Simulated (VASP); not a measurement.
Runs of VASP 6.6.1 on BiS. The structure is that of space group Pm-3m (No. 221), or close to it. The cells are those of the table. The cell was built from a structure type or drawn by symmetry, and may not be a known phase.

```tsv
task	cell	k mesh	cutoff (eV)	gap on the mesh (eV)	pressure (GPa)	relaxed volume (Å³/atom)
single point	a = 3.584 Å, 2 atoms	6 × 6 × 6	520	none	-0.1	-
single point	a = 4.003 Å, 2 atoms	4 × 4 × 4	520	none	-11.2	-
relaxation of cell and atoms	relaxed from a = 4.003 Å, 2 atoms	4 × 4 × 4	600	none	0.1	(a)
relaxation of cell and atoms	relaxed from a = 3.584 Å, 2 atoms	16 × 16 × 16	600	none	0.0	22.98
single point	a = 3.583 Å, 2 atoms	16 × 16 × 16	520	none	0.0	-
single point	a = 3.584 Å, 2 atoms	4 × 4 × 4	520	none	0.3	-
relaxation of cell and atoms	relaxed from a = 3.584 Å, 2 atoms	6 × 6 × 6	600	none	-0.1	-
```

Alike in all rows: level PBE; potentials or basis VASP PAW PBE potentials, release 64 (Bi_d, S); no spin polarisation; smearing gaussian 0.1 eV.

Q: Estimate the missing entries.

A: (a) 23.11.

Caveats: some runs use coarse meshes; spin-orbit coupling is left out, which moves the levels of the heavy elements; the volume moved by over 15 % at a fixed basis, so the end points are rough (at least some runs); the relaxation stopped at its first step, so nothing moved (at least some runs).

A k mesh can miss the band edges, and the runs leave out spin-orbit coupling on Bi.

A gap of «none» marks levels without a gap at the run's occupations.
